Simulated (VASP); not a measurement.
# PtSe2 (Sudovikovite) (P-3m1) in VASP: a series of runs, part 2 of 2

VASP 6.6.1. Earlier steps stand in the parts before.

### Step 3. Single point, PBE

This run uses another cell than the first one, of 20.27 Å³/atom, 0.873 times its volume.

INCAR

```
  ALGO = Normal
  EDIFF = 1E-7
  ENCUT = 520
  GGA = PE
  ISIF = 2
  ISMEAR = -1
  LASPH = T
  LCHARG = F
  LREAL = F
  LWAVE = F
  NBANDS = 18
  NELM = 60
  PREC = Accurate
  SIGMA = 0.04
```

KPOINTS

```
k-points
0
Gamma
  4 4 2
```

POSCAR

```
PtSe2
1.0
    3.7240000000      0.0000000000      0.0000000000
   -1.8620000000      3.2250786037      0.0000000000
    0.0000000000      0.0000000000      5.0620000000
Pt Se
1 2
Direct
    0.0000000000      0.0000000000      0.0000000000
    0.6666666667      0.3333333333      0.7500000000
    0.3333333333      0.6666666667      0.2500000000
```

Potentials or basis: VASP PAW PBE potentials, release 64 (Pt, Se).

Launch:

```console
cat potpaw_PBE.64/Pt/POTCAR potpaw_PBE.64/Se/POTCAR > POTCAR
mpirun -np 1 vasp_std > vasp.out
```

OUTCAR:

```text
EDIFF = 1E-7
   ENCUT = 520
   GGA = PE
   ISIF = 2
   ISMEAR = -1
   LASPH = T
   LREAL = F
   NELM = 60
   PREC = Accurate

 ion  position               nearest neighbor table
   1  0.000  0.000  0.000-   2 2.49   3 2.49   2 2.49   3 2.49   2 2.49   3 2.49
   2  0.667  0.333  0.750-   1 2.49   1 2.49   1 2.49
   3  0.333  0.667  0.250-   1 2.49   1 2.49   1 2.49

  LATTYP: Found a hexagonal cell.
 ALAT       =     3.7240000000
 C/A-ratio  =     1.3592910849

  Lattice vectors:

 A1 = (   3.7240000000,   0.0000000000,   0.0000000000)
 A2 = (  -1.8620000000,   3.2250786037,   0.0000000000)
 A3 = (   0.0000000000,   0.0000000000,   5.0620000000)

Analysis of symmetry for initial positions (statically):
=====================================================================
 Subroutine PRICEL returns:
 Original cell was already a primitive cell.

 Routine SETGRP: Setting up the symmetry group for a
 hexagonal supercell.

 Subroutine GETGRP returns: Found 12 space group operations
 (whereof 12 operations were pure point group operations)
 out of a pool of 24 trial point group operations.

[... 144 lines left out ...]

  energy without entropy =      -14.24603733  energy(sigma->0) =      -14.24942738

 E-fermi :   6.6511     XC(G=0): -10.6390

 val. band max:        5.5278911949   @ k =   0.2500   0.2500   0.0000
 cond. band min:       6.7155629818   @ k =   0.2500   0.2500   0.0000
 fundamental gap:      1.1876717869
 Fermi energy:         6.6511182203

 k-point     1 :       0.0000    0.0000    0.0000
  band No.  band energies     occupation
      1      -9.1904      2.00000
      2      -6.3696      2.00000
      3      -0.6776      2.00000
      4       0.0527      2.00000
      5       0.0527      2.00000
      6       2.5186      2.00000
[... 145 lines left out ...]
      5       1.0282      2.00000
      6       1.4979      2.00000
[... 10 lines left out ...]
     17      14.6750      0.00000
     18      16.0859      0.00000

------------------------ aborting loop because EDIFF is reached ----------------------------------------

  FORCE on cell =-STRESS in cart. coord.  units (eV):
  Direction    XX          YY          ZZ          XY          YZ          ZX
  --------------------------------------------------------------------------------------
  -------------------------------------------------------------------------------------
  Total        2.9506362      2.9506362      2.0784761      0.0000000      0.0000000      0.0000000
  in kB       77.7596195     77.7596195     54.7751405      0.0000000      0.0000000      0.0000000
  external PRESSURE =      70.0981265 kB  Pullay stress =       0.0000000 kB

 VOLUME and BASIS-vectors are now :
 -----------------------------------------------------------------------------
  energy-cutoff  :      520.00
  volume of cell :       60.80
      direct lattice vectors                 reciprocal lattice vectors
     3.724000000  0.000000000  0.000000000     0.268528464  0.155034981  0.000000000
    -1.862000000  3.225078604  0.000000000     0.000000000  0.310069962  0.000000000
     0.000000000  0.000000000  5.062000000     0.000000000  0.000000000  0.197550375

 POSITION                                       TOTAL-FORCE (eV/Angst)
 -----------------------------------------------------------------------------------
      0.00000      0.00000      0.00000        -0.000000      0.000000      0.000000
      1.86200      1.07503      3.79650         0.000000     -0.000000     -0.636654
     -0.00000      2.15005      1.26550        -0.000000      0.000000      0.636654
 -----------------------------------------------------------------------------------
    total drift:                               -0.000000     -0.000000     -0.000000

  FREE ENERGIE OF THE ION-ELECTRON SYSTEM (eV)
  ---------------------------------------------------
  free  energy   TOTEN  =       -14.2528174347 eV

  energy  without entropy=      -14.2460373252  energy(sigma->0) =      -14.24942738
```

OSZICAR:

```text
N       E                     dE             d eps       ncg     rms          rms(c)
DAV:   1     0.111506500073E+03    0.11151E+03   -0.10191E+04   288   0.108E+03
DAV:   2    -0.993256908141E+01   -0.12144E+03   -0.11627E+03   338   0.217E+02
DAV:   3    -0.149840377499E+02   -0.50515E+01   -0.50121E+01   360   0.434E+01
DAV:   4    -0.150209177916E+02   -0.36880E-01   -0.36864E-01   360   0.400E+00
DAV:   5    -0.150213263792E+02   -0.40859E-03   -0.40858E-03   334   0.403E-01    0.131E+01
DAV:   6    -0.144626255390E+02    0.55870E+00   -0.38516E+00   304   0.173E+01    0.779E+00
DAV:   7    -0.142702532870E+02    0.19237E+00   -0.75225E-01   300   0.811E+00    0.411E+00
DAV:   8    -0.142556901436E+02    0.14563E-01   -0.45705E-02   318   0.145E+00    0.732E-01
DAV:   9    -0.142526568750E+02    0.30333E-02   -0.80550E-03   332   0.828E-01    0.170E-01
DAV:  10    -0.142528099143E+02   -0.15304E-03   -0.12337E-03   338   0.206E-01    0.362E-02
DAV:  11    -0.142528175172E+02   -0.76029E-05   -0.33367E-05   372   0.384E-02    0.269E-02
DAV:  12    -0.142528172182E+02    0.29900E-06   -0.75467E-06   308   0.189E-02    0.496E-03
DAV:  13    -0.142528172611E+02   -0.42864E-07   -0.10351E-06   392   0.607E-03    0.130E-03
DAV:  14    -0.142528173739E+02   -0.11280E-06   -0.12036E-07   252   0.243E-03    0.827E-04
DAV:  15    -0.142528174347E+02   -0.60790E-07   -0.60834E-09   168   0.663E-04
   1 F= -.14252817E+02 E0= -.14249427E+02  d E =-.678011E-02
```

stdout:

```text
POSCAR found type information on POSCAR PtSe
 POSCAR found :  2 types and       3 ions
 scaLAPACK will be used
 LDA part: xc-table for (Slater+PW92), standard interpolation
 POSCAR, INCAR and KPOINTS ok, starting setup
 FFT: planning ... GRIDC
 FFT: planning ... GRID_SOFT
 FFT: planning ... GRID
 WAVECAR not read
 entering main loop
```

It took 24 s on 1 thread of Intel Xeon 6975P-C, shared host; peak memory 0.14 GiB.

What came out:

* Free energy: -14.2528 eV
* Pressure: 7.0 GPa
* Largest force: 0.637 eV/Å
* Band gap on the k mesh: zero (band 11 reaches 6.92 eV, above the bottom of band 12 at 6.72 eV)

Forces on the atoms (eV/Å):
```
Pt   0.000  0.000  0.000
Se   0.000  0.000 -0.637
Se   0.000  0.000  0.637
```

Levels at points of the mesh, in eV from the Fermi level:
| k point | band 7 | band 8 | band 9 | band 10 | band 11 | band 12 | band 13 | band 14 | band 15 | band 16 |
| --- | --- | --- | --- | --- | --- | --- | --- | --- | --- | --- |
| (0.00, 0.00, 0.00) | -4.13 | -2.71 | -1.19 | -1.19 | 0.26 | 1.35 | 1.35 | 3.49 | 4.09 | 7.17 |
| (0.50, 0.00, 0.00) | -3.85 | -3.67 | -3.62 | -3.54 | -3.10 | 0.55 | 2.24 | 4.67 | 5.72 | 6.98 |
| (0.00, 0.00, 0.50) | -4.16 | -3.09 | -1.84 | -1.63 | -1.63 | 2.20 | 2.20 | 4.68 | 6.21 | 6.64 |
| (0.50, 0.00, 0.50) | -3.66 | -3.63 | -3.34 | -2.98 | -1.51 | 0.88 | 1.41 | 4.45 | 4.66 | 7.04 |

Caveat: the k points lie up to 0.62 Å⁻¹ apart; spin-orbit coupling is left out, which moves the levels of the heavy elements.

### Step 4. Single point, PBEsol

This run uses another cell than the first one, of 20.27 Å³/atom, 0.873 times its volume.

INCAR

```
PREC = Accurate
ENCUT = 520
EDIFF = 1E-6
ISMEAR = -1
SIGMA = 0.03
LREAL = False
LASPH = True
NELM = 60
ALGO = Normal
ISIF = 2
LWAVE = False
LCHARG = False
GGA = PS
NBANDS = 18
```

KPOINTS

```
regular mesh
0
Gamma
  5 5 3
```

POSCAR is that of step 3.

Launch:

```console
cat potpaw_PBE.64/Pt/POTCAR potpaw_PBE.64/Se/POTCAR > POTCAR
mpirun -np 1 vasp_std > vasp.out
```

It took 7.3 s on 1 thread of AMD EPYC 9R45 (Zen 5), shared host; peak memory 0.15 GiB.

It converged, with:

| Item | Value |
| --- | --- |
| Free energy | -15.9102 eV |
| Pressure | 2.1 GPa |
| Largest force | 0.266 eV/Å |
| Band gap on the k mesh | zero (band 11 reaches 6.81 eV, above the bottom of band 12 at 6.63 eV) |

Forces in eV/Å, atoms in the order of the input:
```
Pt   0.000  0.000  0.000
Se   0.000  0.000 -0.266
Se   0.000  0.000  0.266
```

Stress tensor (GPa, compression positive):
```
2.86 0.00 0.00
0.00 2.86 0.00
0.00 0.00 0.65
```

Levels at points of the mesh, in eV from the Fermi level:
```tsv
k point	band 7	band 8	band 9	band 10	band 11	band 12	band 13	band 14	band 15	band 16
(0.00, 0.00, 0.00)	-4.21	-2.77	-1.26	-1.26	0.22	1.27	1.27	3.30	3.90	7.03
```

Caveat: the k points lie up to 0.41 Å⁻¹ apart; the PAW data sets were made with another functional, which shifts forces and pressure a little; spin-orbit coupling is left out, which moves the levels of the heavy elements.

### Step 5. Single point, LDA

This run uses another cell than the first one, of 19.05 Å³/atom, 0.821 times its volume.

INCAR

```
PREC = Accurate
ENCUT = 520
EDIFF = 1E-6
ISMEAR = -1
SIGMA = 0.05
LREAL = False
LASPH = True
NELM = 80
ALGO = Normal
ISIF = 2
LWAVE = False
LCHARG = True
LELF = True
LVHAR = True
NBANDS = 18
```

KPOINTS

```
Automatic mesh
0
Gamma
  8 8 5
```

POSCAR

```
PtSe2
1.0
    3.6479786689      0.0000000000      0.0000000000
   -1.8239893344      3.1592421997      0.0000000000
    0.0000000000      0.0000000000      4.9586648823
Pt Se
1 2
Direct
    0.0000000000      0.0000000000      0.0000000000
    0.6666666667      0.3333333333      0.7500000000
    0.3333333333      0.6666666667      0.2500000000
```

Potentials or basis: VASP PAW LDA potentials, release 64 (Pt, Se).

Launch:

```console
cat potpaw_LDA.64/Pt/POTCAR potpaw_LDA.64/Se/POTCAR > POTCAR
mpirun -np 1 vasp_std > vasp.out
```

It took 14 s on 1 thread of Intel Xeon 6975P-C (Granite Rapids), shared host; peak memory 0.18 GiB.

It converged, with:

```
Free energy            : -16.9585 eV
Pressure               : 9.6 GPa
Largest force          : 1.112 eV/Å
Band gap on the k mesh : zero (band 11 reaches 7.82 eV, above the bottom of band 12 at 7.48 eV)
```

Forces on the atoms (eV/Å):
```
Pt   0.000  0.000  0.000
Se   0.000  0.000 -1.112
Se   0.000  0.000  1.112
```

Stress tensor (GPa, compression positive):
```
11.21  0.00  0.00
 0.00 11.21  0.00
 0.00  0.00  6.43
```

Levels at points of the mesh, in eV from the Fermi level:
```tsv
k point	band 7	band 8	band 9	band 10	band 11	band 12	band 13	band 14	band 15	band 16
(0.00, 0.00, 0.00)	-4.45	-2.80	-1.18	-1.18	0.37	1.51	1.51	3.34	4.47	7.17
(0.50, 0.00, 0.00)	-4.11	-3.88	-3.87	-3.77	-3.18	0.62	2.53	4.87	5.71	6.99
```

Caveat: spin-orbit coupling is left out, which moves the levels of the heavy elements; forces of over 1 eV/Å act on the atoms, so gaps and moduli don't describe the material at rest.

### Step 6. The runs side by side

| level | potentials or basis | cell | k mesh | smearing | gap on the mesh (eV) | pressure (GPa) | largest force (eV/Å) |
| --- | --- | --- | --- | --- | --- | --- | --- |
| r2SCAN | VASP PAW PBE potentials, release 64 (Pt, Se) | a = 3.718, b = 3.718, c = 5.819 Å, angles 90.0, 90.0, 120.0°, 3 atoms | 8 × 8 × 5 | fermi-dirac 0.05 eV | 0.67 | 0.1 | 0.01 |
| PBE | VASP PAW PBE potentials, release 64 (Pt, Se) | a = 3.724, b = 3.724, c = 5.062 Å, angles 90.0, 90.0, 120.0°, 3 atoms | 4 × 4 × 2 | fermi-dirac 0.04 eV | none | 7.0 | 0.64 |
| PBEsol | VASP PAW PBE potentials, release 64 (Pt, Se) | a = 3.724, b = 3.724, c = 5.062 Å, angles 90.0, 90.0, 120.0°, 3 atoms | 5 × 5 × 3 | fermi-dirac 0.03 eV | none | 2.1 | 0.27 |
| LDA | VASP PAW LDA potentials, release 64 (Pt, Se) | a = 3.648, b = 3.648, c = 4.959 Å, angles 90.0, 90.0, 120.0°, 3 atoms | 8 × 8 × 5 | fermi-dirac 0.05 eV | none | 9.6 | 1.11 |

Alike in all rows: task single point; no spin polarisation; cutoff (eV) 520.

Caveats: some runs use coarse meshes; spin-orbit coupling is left out, which moves the levels of the heavy elements; the PAW data sets were made with another functional, which shifts forces and pressure a little (some runs); forces of over 1 eV/Å act on the atoms, so gaps and moduli don't describe the material at rest (some runs).

Absolute energies hang on the potentials; compare differences alone.
